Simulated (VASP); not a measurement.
# LiF2 (Pmn2_1) in VASP: relaxation of cell and atoms with PBE

Aim: the relaxation of cell and atoms of LiF2 with PBE.

Program: VASP 6.6.1. These are calculated values, not measurements. Logs are shortened: lines on timing, memory, paths and dates and some standing lists are left out, and cuts for length are marked.

### Step 1. The cell of the first run

It takes space group Pmn2_1 (No. 31, orthorhombic). The conventional cell has a = 4.772 Å, b = 3.812 Å, c = 4.425 Å, α = 90.00°, β = 90.00°, γ = 90.00°. Li (site symmetry m) has 4 F at 1.73 to 2.01 Å within 2.3 Å. Within 2.1 Å of F (site symmetry 1) lie 1 F at 1.59 Å and 2 Li at 1.73 to 2.01 Å.

The cell was generated, and may not be a known phase.

### Step 2. Relaxation of cell and atoms, PBE

The input, INCAR:

```
PREC = Accurate
ENCUT = 600
EDIFF = 1E-7
ISMEAR = 0
SIGMA = 0.1
LREAL = F
LASPH = T
NELM = 100
ALGO = Normal
ISIF = 3
LWAVE = F
LCHARG = F
GGA = PE
IBRION = 2
NSW = 90
EDIFFG = -0.04
```

The input, KPOINTS:

```
Automatic mesh
0
Gamma
  4 4 4
```

The input, POSCAR:

```
LiF2
1.0
    4.7716246852      0.0000000000      0.0000000000
    0.0000000000      3.8120438179      0.0000000000
    0.0000000000      0.0000000000      4.4250897755
Li F
2 4
Direct
    0.0000000000      0.5000000000      0.2500000000
    0.5000000000      0.5000000000      0.7500000000
    0.3333333333      0.2832720069      0.4575172803
    0.6666666667      0.2832720069      0.4575172803
    0.1666666667      0.7167279931      0.9575172803
    0.8333333333      0.7167279931      0.9575172803
```

Potentials or basis: VASP PAW PBE potentials, release 64 (Li_sv, F).

Command:

```bash
> cat potpaw_PBE.64/Li_sv/POTCAR potpaw_PBE.64/F/POTCAR > POTCAR
> mpirun -np 1 vasp_std > vasp.out
```

OUTCAR:

```text
PREC = Accurate
   ENCUT = 600
   EDIFF = 1E-7
   ISMEAR = 0
   LREAL = F
   LASPH = T
   NELM = 100
   ISIF = 3
   GGA = PE
   IBRION = 2
   NSW = 90
   EDIFFG = -0.04

 ion  position               nearest neighbor table
   1  0.000  0.500  0.250-   5 1.73   6 1.73   3 2.01   4 2.01
   2  0.500  0.500  0.750-   3 1.73   4 1.73   5 2.01   6 2.01
   3  0.333  0.283  0.458-   4 1.59   2 1.73   1 2.01
   4  0.667  0.283  0.458-   3 1.59   2 1.73   1 2.01
   5  0.167  0.717  0.958-   6 1.59   1 1.73   2 2.01
   6  0.833  0.717  0.958-   5 1.59   1 1.73   2 2.01

  LATTYP: Found a simple orthorhombic cell.
 ALAT       =     3.8120438179
 B/A-ratio  =     1.1608181823
 C/A-ratio  =     1.2517234620

  Lattice vectors:

 A1 = (   0.0000000000,   3.8120438179,   0.0000000000)
 A2 = (   0.0000000000,   0.0000000000,   4.4250897755)
 A3 = (   4.7716246852,   0.0000000000,   0.0000000000)

Analysis of symmetry for initial positions (statically):
=====================================================================
 Subroutine PRICEL returns:
 Original cell was already a primitive cell.

 Routine SETGRP: Setting up the symmetry group for a
 simple orthorhombic supercell.

 Subroutine GETGRP returns: Found  4 space group operations
 (whereof  2 operations were pure point group operations)
 out of a pool of  8 trial point group operations.

The static configuration has the point symmetry C_1h.
 The point group associated with its full space group is C_2v.

Analysis of symmetry for dynamics (positions and initial velocities):
=====================================================================
 Subroutine PRICEL returns:
 Original cell was already a primitive cell.

 Routine SETGRP: Setting up the symmetry group for a
 simple orthorhombic supercell.

 Subroutine GETGRP returns: Found  4 space group operations
 (whereof  2 operations were pure point group operations)
 out of a pool of  8 trial point group operations.

The dynamic configuration has the point symmetry C_1h.
 The point group associated with its full space group is C_2v.

 Subroutine INISYM returns: Found  4 space group operations
 (whereof  2 operations are pure point group operations),
 and found     1 'primitive' translations

----------------------------------------------------------------------------------------

                                     Primitive cell

  volume of cell :      80.4908

  direct lattice vectors                    reciprocal lattice vectors
     4.771624685  0.000000000  0.000000000     0.209572225  0.000000000  0.000000000
     0.000000000  3.812043818  0.000000000     0.000000000  0.262326470  0.000000000
     0.000000000  0.000000000  4.425089776     0.000000000  0.000000000  0.225984116

  length of vectors
     4.771624685  3.812043818  4.425089776     0.209572225  0.262326470  0.225984116

  position of ions in fractional coordinates (direct lattice)
     0.000000000  0.500000000  0.250000000
     0.500000000  0.500000000  0.750000000
     0.333333333  0.283272007  0.457517280
     0.666666667  0.283272007  0.457517280
     0.166666667  0.716727993  0.957517280
     0.833333333  0.716727993  0.957517280

  ion indices of the primitive-cell ions
   primitive index   ion index
                 1           1
                 2           2
                 3           3
                 4           4
                 5           5
                 6           6

----------------------------------------------------------------------------------------

 KPOINTS: Automatic mesh

Automatic generation of k-mesh.
 Grid dimensions read from file:
 generate k-points for:    4    4    4

 Generating k-lattice:

  Cartesian coordinates                     Fractional coordinates (reciprocal lattice)
     0.052393056  0.000000000  0.000000000     0.250000000  0.000000000  0.000000000
     0.000000000  0.065581618  0.000000000     0.000000000  0.250000000  0.000000000
     0.000000000  0.000000000  0.056496029     0.000000000  0.000000000  0.250000000

  Length of vectors
     0.052393056  0.065581618  0.056496029

  Shift w.r.t. Gamma in fractional coordinates (k-lattice)
     0.000000000  0.000000000  0.000000000

 Subroutine IBZKPT returns following result:
 ===========================================

 Found     27 irreducible k-points:

 Following reciprocal coordinates:
            Coordinates               Weight
  0.000000  0.000000  0.000000      1.000000
  0.250000  0.000000  0.000000      2.000000
  0.500000  0.000000  0.000000      1.000000
  0.000000  0.250000  0.000000      2.000000
  0.250000  0.250000  0.000000      4.000000
  0.500000  0.250000  0.000000      2.000000
[... 16 lines left out ...]
  0.250000  0.250000  0.500000      4.000000
  0.500000  0.250000  0.500000      2.000000
 [... further k-points ...]
   k-points           NKPTS =     27   k-points in BZ     NKDIM =     27   number of bands    NBANDS=     21
   number of dos      NEDOS =    301   number of ions     NIONS =      6
   total plane-waves  NPLWV =  43200
   dimension x,y,z NGX =    40 NGY =   30 NGZ =   36
   dimension x,y,z NGXF=    80 NGYF=   60 NGZF=   72
   ions per type =               2   4
   NGX,Y,Z   is equivalent  to a cutoff of  13.94, 13.08, 13.52 a.u.
   NGXF,Y,Z  is equivalent  to a cutoff of  27.87, 26.17, 27.05 a.u.
 SYSTEM =  unknown system
   PREC   = accura    normal or accurate (medium, high low for compatibility)
   ISTART =      0    job   : 0-new  1-cont  2-samecut
   ICHARG =      2    charge: 1-file 2-atom 10-const
   ISPIN  =      1    spin polarized calculation?
   LNONCOLLINEAR =      F non collinear calculations
   LSORBIT =      F    spin-orbit coupling
   LASPH  =      T    aspherical Exc in radial PAW
   ENCUT  =  600.0 eV  44.10 Ry    6.64 a.u.   9.53  7.61  8.84*2*pi/ulx,y,z
   NELM   =    100;   NELMIN=  2; NELMDL= -5     # of ELM steps
   EDIFF  = 0.1E-06   stopping-criterion for ELM
   LREAL  =      F    real-space projection
   EDIFFG = -.4E-01   stopping-criterion for IOM
   NSW    =     90    number of steps for IOM
   IBRION =      2    ionic relax: 0-MD 1-quasi-New 2-CG
   NFREE  =      1    steps in history (QN), initial steepest desc. (CG)
   ISIF   =      3    stress and relaxation
   ISYM   =      2    0-nonsym 1-usesym 2-fastsym
   POTIM  = 0.5000    time-step for ionic-motion
   TEBEG  =    0.0;   TEEND  =   0.0 temperature during run
   PSTRESS=    0.0 pullay stress
   NELECT =      34.0000    total number of electrons
   NUPDOWN=      -1.0000    fix difference up-down
   EMIN   =  10.00;   EMAX   =-10.00  energy-range for DOS
   EFERMI =   0.00;   METHOD = LEGACY
   ISMEAR =     0;   SIGMA  =   0.10  broadening in eV -4-tet -1-fermi 0-gaus
   EFERMI_NEDOS =   21; number of points for ismear=-14 and -15
   IALGO  =     38    algorithm
   IMIX   =      4    mixing-type and parameters
     AMIX     =   0.40;   BMIX     =  1.00
     AMIX_MAG =   1.60;   BMIX_MAG =  1.00
  volume/ion in A,a.u.               =      13.42        90.53
  Fermi-wavevector in a.u.,A,eV,Ry     =   1.228341  2.321228 20.528774  1.508822
  Thomas-Fermi vector in A             =   2.363270
   LORBIT       =      0    0 simple, 1 ext, 2 COOP (PROOUT), +10 PAW based schemes
   GGA     = PE    functional components
   LHFCALC =     F    Hartree Fock is set to
   AEXX    =    0.0000 exact exchange contribution
   IVDW    =     0    specifies the selected vdW correction
   LEPSILON=     F    determine dielectric tensor
   LRPA    =     F    only Hartree local field effects (RPA)
 conjugate gradient relaxation of ions
 non-spin polarized calculation
 Gauss-broadening in eV      SIGMA  =   0.10
  energy-cutoff  :      600.00
  volume of cell :       80.49
 maximum number of plane-waves:      2714
 NGX is ok and might be reduce to    40
   NGX = 19   NGY = 15   NGZ = 17

--------------------------------------- Ionic step        1  -------------------------------------------

 number of electron      34.0000019 magnetization

 Free energy of the ion-electron system (eV)
  ---------------------------------------------------
  ext. energy  EPLUGINS =         0.00000000
  ---------------------------------------------------
  free energy    TOTEN  =       -18.88232743 eV

  energy without entropy =      -18.82754909  energy(sigma->0) =      -18.85493826

------------------------ aborting loop because EDIFF is reached ----------------------------------------

  FORCE on cell =-STRESS in cart. coord.  units (eV):
  Direction    XX          YY          ZZ          XY          YZ          ZX
  --------------------------------------------------------------------------------------
  -------------------------------------------------------------------------------------
  Total       18.7689367      0.7547427      3.2268733      0.0000000      0.0000000      0.0000000
  in kB      373.5975370     15.0232270     64.2312307      0.0000000      0.0000000      0.0000000
  external PRESSURE =     150.9506649 kB  Pullay stress =       0.0000000 kB
[... 101 lines left out ...]
  FREE ENERGIE OF THE ION-ELECTRON SYSTEM (eV)
  ---------------------------------------------------
  free  energy   TOTEN  =       -20.5665334849 eV

  energy  without entropy=      -20.4937017154  energy(sigma->0) =      -20.53011760

[... ionic steps 4 to 57 ...]

--------------------------------------- Ionic step       58  -------------------------------------------

 number of electron      34.0000006 magnetization

------------------------ aborting loop because EDIFF is reached ----------------------------------------

  FORCE on cell =-STRESS in cart. coord.  units (eV):
  Direction    XX          YY          ZZ          XY          YZ          ZX
  --------------------------------------------------------------------------------------
  -------------------------------------------------------------------------------------
  Total        0.0040108      0.0035234      0.0665504      0.0000000      0.0000000      0.0000000
  in kB        0.1002669      0.0880832      1.6637221      0.0000000      0.0000000      0.0000000
  external PRESSURE =       0.6173574 kB  Pullay stress =       0.0000000 kB
[... 65 lines left out ...]
  energy  without entropy=      -22.2392738098  energy(sigma->0) =      -22.26429410

--------------------------------------- Ionic step       60  -------------------------------------------

 number of electron      33.9999978 magnetization

 Free energy of the ion-electron system (eV)
  ---------------------------------------------------
  ext. energy  EPLUGINS =         0.00000000
  ---------------------------------------------------
  free energy    TOTEN  =       -22.29031876 eV

  energy without entropy =      -22.24022636  energy(sigma->0) =      -22.26527256

 E-fermi :  -2.1687     XC(G=0):  -8.8952

 val. band max:       -2.1691073495   @ k =   0.2500   0.2500   0.5000
 cond. band min:      -2.1527531618   @ k =   0.2500   0.5000   0.0000
 fundamental gap:      0.0163541877
 Fermi energy:        -2.1686525242

 k-point     1 :       0.0000    0.0000    0.0000
  band No.  band energies     occupation
      1     -43.9740      2.00000
      2     -43.9649      2.00000
      3     -23.9841      2.00000
      4     -23.7564      2.00000
      5     -22.1238      2.00000
      6     -21.9000      2.00000
[... 550 lines left out ...]
      5     -22.9468      2.00000
      6     -22.9468      2.00000
[... 13 lines left out ...]
     20       9.2515      0.00000
     21      10.4403      0.00000

 [... further k-points ...]
[... 5 lines left out ...]
  --------------------------------------------------------------------------------------
  -------------------------------------------------------------------------------------
  Total        0.0318696     -0.0199893     -0.0267554      0.0000000      0.0000000      0.0000000
  in kB        0.7953497     -0.4988612     -0.6677185      0.0000000      0.0000000      0.0000000
  external PRESSURE =      -0.1237433 kB  Pullay stress =       0.0000000 kB
[... 21 lines left out ...]
  FREE ENERGIE OF THE ION-ELECTRON SYSTEM (eV)
  ---------------------------------------------------
  free  energy   TOTEN  =       -22.2903187620 eV

  energy  without entropy=      -22.2402263618  energy(sigma->0) =      -22.26527256

 reached required accuracy - stopping structural energy minimisation
```

It took 14 min on 1 thread of Intel Xeon 6975P-C (Granite Rapids), shared host; peak memory 0.21 GiB.

What came out:

```yaml
Free_energy: -22.2903 eV
Relaxed_volume: 10.70 Å³/atom
Relaxed_cell: a = 4.078 Å, b = 3.127 Å, c = 5.034 Å, α = 90.00°, β = 90.00°, γ = 90.00°
Space_group_after_relaxing_to_0.1_Å: Imm2 (No. 44)
Energy_gained_by_relaxing: 568.0 meV/atom
Ionic_steps: 60
Pressure_after_relaxing: 0.0 GPa
Largest_force_after_relaxing: 0.025 eV/Å
Band_gap_on_the_k_mesh: zero (bands 17 and 18 overlap by 2.72 eV)
```

Forces in eV/Å, atoms in the order of the input:
```
Li   0.000 -0.019  0.017
Li   0.000  0.019  0.017
F    0.023 -0.004 -0.008
F   -0.023 -0.004 -0.008
F   -0.023  0.004 -0.008
F    0.023  0.004 -0.008
```

The path:
| step | energy change (eV) | largest force (eV/Å) | pressure (GPa) | volume (Å³) |
| --- | --- | --- | --- | --- |
| 1 | 0.0000 | 7.0413 | 15.10 | 80.49 |
| 3 | -1.6842 | 0.5097 | -3.58 | 94.69 |
| 5 | -1.9924 | 0.1062 | -1.63 | 87.09 |
| 7 | -2.0025 | 0.1731 | -1.29 | 86.59 |
| 9 | -2.0050 | 0.2666 | -0.95 | 86.19 |
| 11 | -2.2305 | 0.3830 | 0.20 | 82.63 |
| 13 | -2.3600 | 1.0502 | 3.30 | 78.01 |
| 15 | -2.4855 | 1.1172 | 3.16 | 77.77 |
| 17 | -2.5952 | 1.1028 | 3.97 | 77.03 |
| 19 | -2.7938 | 0.2152 | -0.65 | 81.57 |
| 21 | -2.8486 | 0.0914 | -0.71 | 79.80 |
| 23 | -2.8623 | 0.0967 | -0.50 | 78.65 |
| 25 | -2.8839 | 0.4109 | 1.92 | 71.28 |
| 27 | -2.9067 | 0.2097 | 0.69 | 73.81 |
| 29 | -2.9414 | 0.1795 | -0.34 | 70.59 |
| 31 | -2.9523 | 0.1626 | -0.14 | 71.16 |
| 33 | -2.9816 | 0.3690 | -0.02 | 69.79 |
| 35 | -2.9877 | 0.2866 | -0.13 | 69.95 |
| 37 | -3.0275 | 0.2437 | -0.49 | 69.14 |
| 39 | -3.1364 | 0.2637 | -1.20 | 65.94 |
| 41 | -3.1385 | 0.2625 | -1.12 | 65.77 |
| 43 | -3.1416 | 0.2491 | -1.04 | 65.43 |
| 45 | -3.1864 | 0.2178 | -0.04 | 63.21 |
| 47 | -3.2302 | 0.2412 | 0.30 | 62.46 |
| 49 | -3.2804 | 0.0973 | 0.54 | 62.58 |
| 51 | -3.3124 | 0.3373 | 0.94 | 62.95 |
| 53 | -3.3650 | 0.1660 | -0.64 | 64.65 |
| 55 | -3.3881 | 0.1083 | 0.71 | 63.30 |
| 57 | -3.4034 | 0.0947 | -0.13 | 64.13 |
| 59 | -3.4070 | 0.0490 | 0.11 | 64.08 |
| 60 | -3.4080 | 0.0250 | -0.01 | 64.20 |

Final structure:
```
Li F
1.0
     4.07794    0.00000    0.00000
     0.00000    3.12736    0.00000
     0.00000    0.00000    5.03397
Li F
2 4
Direct
  0.00000 0.75485 0.28379
  0.50000 0.24515 0.78379
  0.24885 0.25319 0.44062
  0.75115 0.25319 0.44062
  0.25115 0.74681 0.94062
  0.74885 0.74681 0.94062
```

Levels at points of the mesh, in eV from the Fermi level:
| k point | band 15 | band 16 | band 17 | band 18 | band 19 | band 20 |
| --- | --- | --- | --- | --- | --- | --- |
| (0.00, 0.00, 0.00) | -0.86 | -0.74 | 0.89 | 0.96 | 7.99 | 11.46 |
| (0.50, 0.00, 0.00) | -1.51 | -1.51 | -1.30 | -1.30 | 9.67 | 9.67 |
| (0.00, 0.50, 0.00) | -1.26 | -1.23 | 0.94 | 0.95 | 11.52 | 11.54 |
| (0.50, 0.50, 0.00) | -1.90 | -1.90 | -1.77 | -1.77 | 12.03 | 12.03 |
| (0.00, 0.00, 0.50) | -1.00 | -1.00 | 0.93 | 0.93 | 9.62 | 9.62 |
| (0.50, 0.00, 0.50) | -1.79 | -1.79 | -1.64 | -1.64 | 10.47 | 10.47 |
| (0.00, 0.50, 0.50) | -0.95 | -0.95 | 0.95 | 0.95 | 11.46 | 11.46 |
| (0.50, 0.50, 0.50) | -1.60 | -1.60 | -1.58 | -1.58 | 12.64 | 12.64 |

Caveat: the k points lie up to 0.50 Å⁻¹ apart in the final cell, too coarse for converged energies and pressures of a metal; the cutoff is under 1.25 times the usual one of these potentials, so pressure, stress and relaxed cells hold a basis-set (Pulay) error; the volume moved by over 15 % at a fixed basis, so the end points are rough.
